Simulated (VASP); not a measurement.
Input of a VASP 6.6.1 run:

Contents of INCAR:

```
SYSTEM = CdTe
ALGO = Normal ; EDIFF = 1E-6
ENCUT = 500 ; GGA = PE
GGA_COMPAT = .False. ; ISIF = 2
ISMEAR = 0 ; LASPH = .True.
LCHARG = .False. ; LREAL = .False.
LWAVE = .False. ; NBANDS = 16
NELM = 120 ; PREC = Accurate
SIGMA = 0.2
```

KPOINTS

```
k-points
0
Gamma
  5 5 5
  0 0 0
```

POSCAR

```
CdTe
1.0
    4.2378712955      0.0000000000      0.0000000000
    0.0000000000      4.2378712955      0.0000000000
    0.0000000000      0.0000000000      3.5616269351
Cd Te
1 1
Direct
    0.5000000000      0.5000000000      0.5000000000
    0.0000000000      0.0000000000      0.5000000000
```

Potentials or basis: VASP PAW PBE potentials, release 64 (Cd, Te).

The run is started by

```console
$ cat potpaw_PBE.64/Cd/POTCAR potpaw_PBE.64/Te/POTCAR > POTCAR
$ mpirun -np 1 vasp_std > vasp.out
```

Question: What does it give for the band gap on the k mesh?

Answer: Zero (band 9 reaches 4.70 eV, above the bottom of band 10 at 2.45 eV).

Question: What does it give for the pressure?

Answer: 0.0 GPa.

Stress tensor (GPa, compression positive):
```
-0.01  0.00  0.00
 0.00 -0.01  0.00
 0.00  0.00  0.13
```

Caveat: spin-orbit coupling is left out, which moves the levels of the heavy elements.
